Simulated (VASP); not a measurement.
# AlNi (WC type) (P-6m2) in VASP: a series of runs

AlNi (WC type) is run at these levels: PBE; tasks: single point, relaxation of cell and atoms.

Everything below comes from runs of VASP 6.6.1. Logs are shortened: lines on timing, memory, paths and dates and some standing lists are left out, and cuts for length are marked.

## 1. The cell of the first run

It takes space group P-6m2 (No. 187, hexagonal). Conventional cell: a = 2.695 Å, b = 2.695 Å, c = 3.775 Å, α = 90.00°, β = 90.00°, γ = 120.00°. Within 3.2 Å of Ni (site symmetry -6m2) lie 6 Al at 2.45 Å and 6 Ni at 2.70 Å. Al (site symmetry -6m2) has 6 Ni at 2.45 Å and 6 Al at 2.70 Å within 3.2 Å.

## 2. Single point, PBE

Contents of INCAR:

```
  ALGO = Normal
  EDIFF = 1E-6
  ENCUT = 520
  GGA = PE
  ISIF = 2
  ISMEAR = -1
  LASPH = T
  LCHARG = F
  LREAL = F
  LWAVE = F
  NBANDS = 14
  NELM = 60
  PREC = Accurate
  SIGMA = 0.05
```

Contents of KPOINTS:

```
k-points
0
Gamma
  14 14 13
```

Contents of POSCAR:

```
AlNi
1.0
    2.6954978524      0.0000000000      0.0000000000
   -1.3477489262      2.3343696160      0.0000000000
    0.0000000000      0.0000000000      3.7748101466
Ni Al
1 1
Direct
    0.0000000000      0.0000000000      0.0000000000
    0.3333333333      0.6666666667      0.5000000000
```

Potentials or basis: VASP PAW PBE potentials, release 64 (Ni, Al).

Started as:

```console
> cat potpaw_PBE.64/Ni/POTCAR potpaw_PBE.64/Al/POTCAR > POTCAR
> mpirun -np 1 vasp_std > vasp.out
```

OUTCAR:

```text
EDIFF = 1E-6
   ENCUT = 520
   GGA = PE
   ISIF = 2
   ISMEAR = -1
   LASPH = T
   LREAL = F
   NELM = 60
   PREC = Accurate

 ion  position               nearest neighbor table
   1  0.000  0.000  0.000-   2 2.45   2 2.45   2 2.45   2 2.45   2 2.45   2 2.45
   2  0.333  0.667  0.500-   1 2.45   1 2.45   1 2.45   1 2.45   1 2.45   1 2.45

  LATTYP: Found a hexagonal cell.
 ALAT       =     2.6954978524
 C/A-ratio  =     1.4004129676

  Lattice vectors:

 A1 = (   2.6954978524,   0.0000000000,   0.0000000000)
 A2 = (  -1.3477489262,   2.3343696160,   0.0000000000)
 A3 = (   0.0000000000,   0.0000000000,   3.7748101466)

Analysis of symmetry for initial positions (statically):
=====================================================================
 Subroutine PRICEL returns:
 Original cell was already a primitive cell.

 Routine SETGRP: Setting up the symmetry group for a
 hexagonal supercell.

 Subroutine GETGRP returns: Found 12 space group operations
 (whereof 12 operations were pure point group operations)
 out of a pool of 24 trial point group operations.

The static configuration has the point symmetry D_3h.

Analysis of symmetry for dynamics (positions and initial velocities):
=====================================================================
 Subroutine PRICEL returns:
 Original cell was already a primitive cell.

 Routine SETGRP: Setting up the symmetry group for a
 hexagonal supercell.

 Subroutine GETGRP returns: Found 12 space group operations
 (whereof 12 operations were pure point group operations)
 out of a pool of 24 trial point group operations.

The dynamic configuration has the point symmetry D_3h.

 Subroutine INISYM returns: Found 12 space group operations
 (whereof 12 operations are pure point group operations),
 and found     1 'primitive' translations

----------------------------------------------------------------------------------------

                                     Primitive cell

  volume of cell :      23.7522

  direct lattice vectors                    reciprocal lattice vectors
     2.695497852  0.000000000  0.000000000     0.370988980  0.214190588  0.000000000
    -1.347748926  2.334369616  0.000000000     0.000000000  0.428381175  0.000000000
     0.000000000  0.000000000  3.774810147     0.000000000  0.000000000  0.264913985

  length of vectors
     2.695497852  2.695497852  3.774810147     0.428381175  0.428381175  0.264913985

  position of ions in fractional coordinates (direct lattice)
     0.000000000  0.000000000  0.000000000
     0.333333333  0.666666667  0.500000000

  ion indices of the primitive-cell ions
   primitive index   ion index
                 1           1
                 2           2

----------------------------------------------------------------------------------------

 KPOINTS: k-points

Automatic generation of k-mesh.
 Grid dimensions read from file:
 generate k-points for:   14   14   13

 Generating k-lattice:

  Cartesian coordinates                     Fractional coordinates (reciprocal lattice)
     0.026499213  0.015299328  0.000000000     0.071428571  0.000000000  0.000000000
     0.000000000  0.030598655  0.000000000     0.000000000  0.071428571  0.000000000
     0.000000000  0.000000000  0.020377999     0.000000000  0.000000000  0.076923077

  Length of vectors
     0.030598655  0.030598655  0.020377999

  Shift w.r.t. Gamma in fractional coordinates (k-lattice)
     0.000000000  0.000000000  0.000000000

 Subroutine IBZKPT returns following result:
 ===========================================

 Found    168 irreducible k-points:

 Following reciprocal coordinates:
            Coordinates               Weight
  0.000000  0.000000  0.000000      1.000000
  0.071429 -0.000000  0.000000      6.000000
  0.142857  0.000000  0.000000      6.000000
  0.214286  0.000000  0.000000      6.000000
  0.285714 -0.000000  0.000000      6.000000
  0.357143  0.000000  0.000000      6.000000
[... 16 lines left out ...]
  0.285714  0.285714  0.000000      6.000000
  0.357143  0.285714  0.000000      6.000000
 [... further k-points ...]
   k-points           NKPTS =    168   k-points in BZ     NKDIM =    168   number of bands    NBANDS=     14
   number of dos      NEDOS =    301   number of ions     NIONS =      2
   total plane-waves  NPLWV =  11200
   dimension x,y,z NGX =    20 NGY =   20 NGZ =   28
   dimension x,y,z NGXF=    40 NGYF=   40 NGZF=   56
   ions per type =               1   1
   NGX,Y,Z   is equivalent  to a cutoff of  12.34, 12.34, 12.33 a.u.
   NGXF,Y,Z  is equivalent  to a cutoff of  24.67, 24.67, 24.66 a.u.
 SYSTEM =  unknown system
   PREC   = accura    normal or accurate (medium, high low for compatibility)
   ISTART =      0    job   : 0-new  1-cont  2-samecut
   ICHARG =      2    charge: 1-file 2-atom 10-const
   ISPIN  =      1    spin polarized calculation?
   LNONCOLLINEAR =      F non collinear calculations
   LSORBIT =      F    spin-orbit coupling
   LASPH  =      T    aspherical Exc in radial PAW
   ENCUT  =  520.0 eV  38.22 Ry    6.18 a.u.   5.01  5.01  7.02*2*pi/ulx,y,z
   NELM   =     60;   NELMIN=  2; NELMDL= -5     # of ELM steps
   EDIFF  = 0.1E-05   stopping-criterion for ELM
   LREAL  =      F    real-space projection
[... 7 lines left out ...]
   TEBEG  =    0.0;   TEEND  =   0.0 temperature during run
   PSTRESS=    0.0 pullay stress
   NELECT =      13.0000    total number of electrons
   NUPDOWN=      -1.0000    fix difference up-down
   EMIN   =  10.00;   EMAX   =-10.00  energy-range for DOS
   EFERMI =   0.00;   METHOD = LEGACY
   ISMEAR =    -1;   SIGMA  =   0.05  broadening in eV -4-tet -1-fermi 0-gaus
   EFERMI_NEDOS =   21; number of points for ismear=-14 and -15
   IALGO  =     38    algorithm
   IMIX   =      4    mixing-type and parameters
     AMIX     =   0.40;   BMIX     =  1.00
     AMIX_MAG =   1.60;   BMIX_MAG =  1.00
  volume/ion in A,a.u.               =      11.88        80.14
  Fermi-wavevector in a.u.,A,eV,Ry     =   1.339126  2.530581 24.398755  1.793258
  Thomas-Fermi vector in A             =   2.467542
   LORBIT       =      0    0 simple, 1 ext, 2 COOP (PROOUT), +10 PAW based schemes
   GGA     = PE    functional components
   LHFCALC =     F    Hartree Fock is set to
   AEXX    =    0.0000 exact exchange contribution
   IVDW    =     0    specifies the selected vdW correction
   LEPSILON=     F    determine dielectric tensor
   LRPA    =     F    only Hartree local field effects (RPA)
 non-spin polarized calculation
  energy-cutoff  :      520.00
  volume of cell :       23.75
 maximum number of plane-waves:       658
 NGX is ok and might be reduce to    20
   NGX =  9   NGY =  9   NGZ = 15

 number of electron      12.9999994 magnetization

 Free energy of the ion-electron system (eV)
  ---------------------------------------------------
  ext. energy  EPLUGINS =         0.00000000
  ---------------------------------------------------
  free energy    TOTEN  =       -10.12313253 eV

  energy without entropy =      -10.11750193  energy(sigma->0) =      -10.12031723

 E-fermi :  10.0106     XC(G=0): -12.0747

 val. band max:       10.0093724049   @ k =   0.3571   0.2857   0.2308
 cond. band min:      10.0643455163   @ k =   0.3571   0.1429   0.4615
 fundamental gap:      0.0549731114
 Fermi energy:        10.0105953571

 k-point     1 :       0.0000    0.0000    0.0000
  band No.  band energies     occupation
      1      -1.2332      2.00000
      2       6.1402      2.00000
      3       8.1245      2.00000
      4       8.1245      2.00000
      5       8.3962      2.00000
      6       8.5595      2.00000
      7       8.5595      2.00000
      8      13.0395      0.00000
      9      23.1540      0.00000
     10      23.1540      0.00000
     11      25.1745      0.00000
     12      25.1745      0.00000
     13      26.7422      0.00000
     14      29.0599      0.00000

 k-point     2 :       0.0714   -0.0000    0.0000
  band No.  band energies     occupation
      1      -1.0927      2.00000
      2       6.2160      2.00000
      3       7.9329      2.00000
      4       8.0716      2.00000
      5       8.1800      2.00000
      6       8.5439      2.00000
      7       9.1378      2.00000
      8      13.0916      0.00000
      9      21.4489      0.00000
     10      22.3449      0.00000
     11      24.6443      0.00000
     12      26.1831      0.00000
     13      28.1294      0.00000
     14      29.4258      0.00000

 k-point     3 :       0.1429    0.0000    0.0000
  band No.  band energies     occupation
      1      -0.6743      2.00000
      2       6.4214      2.00000
      3       7.5038      2.00000
      4       7.9285      2.00000
      5       8.3393      2.00000
      6       8.5004      2.00000
      7       9.9099      1.76440
      8      13.2495      0.00000
      9      18.7838      0.00000
     10      21.1465      0.00000
     11      23.7121      0.00000
     12      27.1834      0.00000
     13      27.9719      0.00000
     14      29.4843      0.00000
[... 324 lines left out ...]
 k-point    23 :       0.2857    0.2857    0.0000
  band No.  band energies     occupation
      1       4.7243      2.00000
      2       6.6517      2.00000
      3       6.8460      2.00000
      4       7.0208      2.00000
      5       7.6168      2.00000
      6       9.6315      1.99898
      7      10.9244      0.00000
      8      11.5792      0.00000
      9      15.8198      0.00000
     10      18.1764      0.00000
     11      19.4560      0.00000
     12      20.6917      0.00000
     13      21.8786      0.00000
     14      23.2604      0.00000

 k-point    24 :       0.3571    0.2857    0.0000
  band No.  band energies     occupation
      1       5.5566      2.00000
      2       6.2704      2.00000
      3       6.6872      2.00000
      4       7.1204      2.00000
      5       7.4735      2.00000
      6       9.7647      1.98547
      7      10.5395      0.00005
      8      11.2577      0.00000
      9      16.6598      0.00000
     10      18.6754      0.00000
     11      19.0502      0.00000
     12      20.3113      0.00000
     13      20.9876      0.00000
     14      22.8650      0.00000

 [... further k-points ...]
[... 5 lines left out ...]
  --------------------------------------------------------------------------------------
  -------------------------------------------------------------------------------------
  Total        1.3716499      1.3716499      1.3549416      0.0000000      0.0000000      0.0000000
  in kB       92.5230886     92.5230886     91.3960529      0.0000000      0.0000000      0.0000000
  external PRESSURE =      92.1474101 kB  Pullay stress =       0.0000000 kB

 VOLUME and BASIS-vectors are now :
 -----------------------------------------------------------------------------
  energy-cutoff  :      520.00
  volume of cell :       23.75
      direct lattice vectors                 reciprocal lattice vectors
     2.695497852  0.000000000  0.000000000     0.370988980  0.214190588  0.000000000
    -1.347748926  2.334369616  0.000000000     0.000000000  0.428381175  0.000000000
     0.000000000  0.000000000  3.774810147     0.000000000  0.000000000  0.264913985

 POSITION                                       TOTAL-FORCE (eV/Angst)
 -----------------------------------------------------------------------------------
      0.00000      0.00000      0.00000        -0.000000      0.000000      0.000000
     -0.00000      1.55625      1.88741         0.000000      0.000000      0.000000
 -----------------------------------------------------------------------------------
    total drift:                                0.000000     -0.000000      0.000000

  FREE ENERGIE OF THE ION-ELECTRON SYSTEM (eV)
  ---------------------------------------------------
  free  energy   TOTEN  =       -10.1231325309 eV

  energy  without entropy=      -10.1175019269  energy(sigma->0) =      -10.12031723
```

It took 19 s on 1 thread of Intel Xeon 6975P-C (Granite Rapids), shared host; peak memory 0.17 GiB.

Results:

```
Free energy : -10.1231 eV
Pressure    : 9.2 GPa
```

Stress tensor (GPa, compression positive):
```
9.25 0.00 0.00
0.00 9.25 0.00
0.00 0.00 9.14
```

Spin polarisation is off, so any magnetic state and its effect on volume and gap are missing.

## 3. Single point, PBE

Contents of INCAR:

```
SYSTEM = AlNi
  ALGO = Normal
  EDIFF = 1E-6
  ENCUT = 520
  GGA = PE
  ISIF = 2
  ISMEAR = -1
  LASPH = .True.
  LCHARG = .False.
  LREAL = .False.
  LWAVE = .False.
  NBANDS = 14
  NELM = 80
  PREC = Accurate
  SIGMA = 0.05
```

Contents of KPOINTS:

```
k-points
0
Gamma
  14 14 13
  0 0 0
```

Contents of POSCAR:

```
AlNi
1.0
    2.6948773920      0.0000000000      0.0000000000
   -1.3474386960      2.3338322815      0.0000000000
    0.0000000000      0.0000000000      3.7742621381
Ni Al
1 1
Direct
    0.0000000000      0.0000000000      0.0000000000
    0.3333333333      0.6666666667      0.5000000000
```

Potentials or basis: VASP PAW PBE potentials, release 64 (Ni, Al).

Started as:

```console
> cat potpaw_PBE.64/Ni/POTCAR potpaw_PBE.64/Al/POTCAR > POTCAR
> mpirun -np 1 vasp_std > vasp.out
```

OUTCAR:

```text
SYSTEM = AlNi
   EDIFF = 1E-6
   ENCUT = 520
   GGA = PE
   ISIF = 2
   ISMEAR = -1
   LASPH = .True.
   LREAL = .False.
   NELM = 80
   PREC = Accurate

 ion  position               nearest neighbor table
   1  0.000  0.000  0.000-   2 2.45   2 2.45   2 2.45   2 2.45   2 2.45   2 2.45
   2  0.333  0.667  0.500-   1 2.45   1 2.45   1 2.45   1 2.45   1 2.45   1 2.45

  LATTYP: Found a hexagonal cell.
 ALAT       =     2.6948773920
 C/A-ratio  =     1.4005320425

  Lattice vectors:

 A1 = (   2.6948773920,   0.0000000000,   0.0000000000)
 A2 = (  -1.3474386960,   2.3338322815,   0.0000000000)
 A3 = (   0.0000000000,   0.0000000000,   3.7742621381)

Analysis of symmetry for initial positions (statically):
=====================================================================
 Subroutine PRICEL returns:
 Original cell was already a primitive cell.

 Routine SETGRP: Setting up the symmetry group for a
 hexagonal supercell.

 Subroutine GETGRP returns: Found 12 space group operations
 (whereof 12 operations were pure point group operations)
 out of a pool of 24 trial point group operations.

The static configuration has the point symmetry D_3h.

[... 168 lines left out ...]
  band No.  band energies     occupation
      1      -1.2296      2.00000
      2       6.1451      2.00000
      3       8.1311      2.00000
      4       8.1311      2.00000
      5       8.4023      2.00000
      6       8.5667      2.00000
      7       8.5667      2.00000
      8      13.0482      0.00000
      9      23.1670      0.00000
     10      23.1670      0.00000
     11      25.1917      0.00000
     12      25.1917      0.00000
     13      26.7562      0.00000
     14      29.0755      0.00000
[... 377 lines left out ...]
      1       5.5623      2.00000
      2       6.2766      2.00000
      3       6.6929      2.00000
      4       7.1262      2.00000
      5       7.4795      2.00000
      6       9.7727      1.98549
      7      10.5486      0.00005
      8      11.2677      0.00000
      9      16.6693      0.00000
     10      18.6875      0.00000
     11      19.0611      0.00000
     12      20.3217      0.00000
     13      21.0009      0.00000
     14      22.8790      0.00000

 [... further k-points ...]
[... 5 lines left out ...]
  --------------------------------------------------------------------------------------
  -------------------------------------------------------------------------------------
  Total        1.3872205      1.3872205      1.3709992      0.0000000     -0.0000000      0.0000000
  in kB       93.6300739     93.6300739     92.5352208      0.0000000     -0.0000000      0.0000000
  external PRESSURE =      93.2651229 kB  Pullay stress =       0.0000000 kB

 VOLUME and BASIS-vectors are now :
 -----------------------------------------------------------------------------
  energy-cutoff  :      520.00
  volume of cell :       23.74
      direct lattice vectors                 reciprocal lattice vectors
     2.694877392  0.000000000  0.000000000     0.371074396  0.214239902  0.000000000
    -1.347438696  2.333832281  0.000000000     0.000000000  0.428479805  0.000000000
     0.000000000  0.000000000  3.774262138     0.000000000  0.000000000  0.264952450

 POSITION                                       TOTAL-FORCE (eV/Angst)
 -----------------------------------------------------------------------------------
      0.00000      0.00000      0.00000        -0.000000     -0.000000      0.000000
     -0.00000      1.55589      1.88713         0.000000      0.000000      0.000000
 -----------------------------------------------------------------------------------
    total drift:                                0.000000     -0.000000      0.000000

  FREE ENERGIE OF THE ION-ELECTRON SYSTEM (eV)
  ---------------------------------------------------
  free  energy   TOTEN  =       -10.1222899007 eV

  energy  without entropy=      -10.1166616076  energy(sigma->0) =      -10.11947575
```

OSZICAR:

```text
N       E                     dE             d eps       ncg     rms          rms(c)
DAV:   1     0.407664945556E+02    0.40766E+02   -0.54181E+03  4814   0.971E+02
DAV:   2    -0.994493713564E+01   -0.50711E+02   -0.45277E+02  5040   0.179E+02
DAV:   3    -0.117218896428E+02   -0.17770E+01   -0.17600E+01  5840   0.374E+01
DAV:   4    -0.117459694569E+02   -0.24080E-01   -0.24074E-01  5554   0.391E+00
DAV:   5    -0.117466931632E+02   -0.72371E-03   -0.72370E-03  6054   0.744E-01    0.125E+01
DAV:   6    -0.141452130501E+02   -0.23985E+01   -0.53791E+01  5758   0.101E+02    0.174E+01
DAV:   7    -0.101686773549E+02    0.39765E+01   -0.15738E+01  5628   0.597E+01    0.129E+00
DAV:   8    -0.101382279264E+02    0.30449E-01   -0.35187E-01  6152   0.640E+00    0.105E+00
DAV:   9    -0.101227225975E+02    0.15505E-01   -0.49468E-02  6088   0.299E+00    0.231E-01
DAV:  10    -0.101223533123E+02    0.36929E-03   -0.35214E-03  6494   0.832E-01    0.106E-01
DAV:  11    -0.101222987981E+02    0.54514E-04   -0.57200E-04  6816   0.277E-01    0.381E-02
DAV:  12    -0.101222907068E+02    0.80914E-05   -0.30946E-05  7154   0.674E-02    0.947E-03
DAV:  13    -0.101222899007E+02    0.80607E-06   -0.32752E-06  4002   0.212E-02
   1 F= -.10122290E+02 E0= -.10119476E+02  d E =-.562829E-02
```

Wall time 19 s (1 thread of Intel Xeon 6975P-C (Granite Rapids), shared host); peak memory 0.17 GiB.

Results:

- Free energy: -10.1223 eV
- Pressure: 9.3 GPa

Levels at points of the mesh, in eV from the Fermi level:
| k point | band 4 | band 5 | band 6 | band 7 | band 8 | band 9 | band 10 | band 11 |
| --- | --- | --- | --- | --- | --- | --- | --- | --- |
| (0.00, 0.00, 0.00) | -1.89 | -1.62 | -1.45 | -1.45 | 3.03 | 13.15 | 13.15 | 15.17 |
| (0.50, 0.00, 0.00) | -3.10 | -1.76 | -0.59 | 0.41 | 4.64 | 6.30 | 7.88 | 8.06 |

(Continued in part 2 of 2.)
